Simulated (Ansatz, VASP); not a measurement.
## Al in VASP and in Ansatz

INCAR

```
PREC     = Accurate       # precision mode
ENCUT    = 520            # plane-wave cutoff, eV
EDIFF    = 1E-6           # SCF threshold, eV
ISMEAR   = -1             # smearing method
SIGMA    = 0.05           # smearing width, eV
LREAL    = False          # projectors in reciprocal space
LASPH    = True           # aspherical terms in the spheres
NELM     = 60             # most SCF steps
ALGO     = Fast           # electronic algorithm
ISIF     = 2              # what is computed and relaxed
LWAVE    = False          # write WAVECAR
LCHARG   = False          # write CHGCAR
GGA      = PS             # functional
NBANDS   = 8              # bands
```

File KPOINTS:

```
regular mesh
0
Gamma
  10 10 10
```

File POSCAR:

```
Al
1.0
   -1.6230430638      1.6230430638      1.5912186900
    1.6230430638     -1.6230430638      1.5912186900
    1.5593943162      1.5593943162     -1.5912186900
Al
1
Direct
    0.0000000000      0.0000000000      0.0000000000
```

input.yaml

```yaml
crystal:
  lattice:
    - [-1.6230430638, 1.6230430638, 1.59121869]
    - [1.6230430638, -1.6230430638, 1.59121869]
    - [1.5593943162, 1.5593943162, -1.59121869]
  atoms:
    - { symbol: Al, position: [0.0, 0.0, 0.0] }
hamiltonian:
  xc: pbesol
  pseudopotentials: { kind: paw }
kpoints:
  mp_grid: { grid: [10, 10, 10] }
  band_path:
    path:
      - [[0.0, 0.0, 0.0], [0.0, 0.0, 0.5], [-0.5, 0.5, 0.5], [-0.5, 0.5, 0.0], [0.0, 0.0, 0.0], [-0.5003002001, -0.5003002001, 0.5003002001], [-0.2399919952, -0.2399919952, 0.7399919952], [0.0, 0.0, 0.5]]
      - [[-0.5003002001, -0.5003002001, 0.5003002001], [-0.7600080048, 0.2399919952, 0.2600080048], [-0.5, 0.5, 0.0]]
      - [[-0.5, 0.0, 0.5], [0.0, 0.0, 0.0]]
    npoints: 14
scf:
  occupations: { method: fermi_dirac, width: 0.05 }
  n_extra_bands: 6
output:
  forces: true
  stress: true
  eigenvalues: true
  fatbands: true
```

Alike in both runs: functional PBEsol; k mesh 10 × 10 × 10; occupations fermi-dirac, width 0.05 eV; no spin polarisation.

```csv
,VASP,Ansatz
version,VASP 6.6.1,Ansatz 0.2.0
potentials or method,"VASP PAW PBE potentials, release 64 (Al)",Ansatz PAW
plane-wave cutoff (eV),520,420
valence electrons in the cell,3,3
task,single point,band structure
```

```tsv
	VASP	Ansatz	Ansatz less VASP
gap on the k mesh at the Fermi level (eV)	none	none	-
pressure (GPa)	2.9	2.8	-0.07
traceless stress, the component that is largest in VASP (GPa)	4.55	4.55	-0.009
```

VASP's potentials were made for PBE, not for PBEsol. A gap of «none» marks a metal or a gap that the smearing closes.
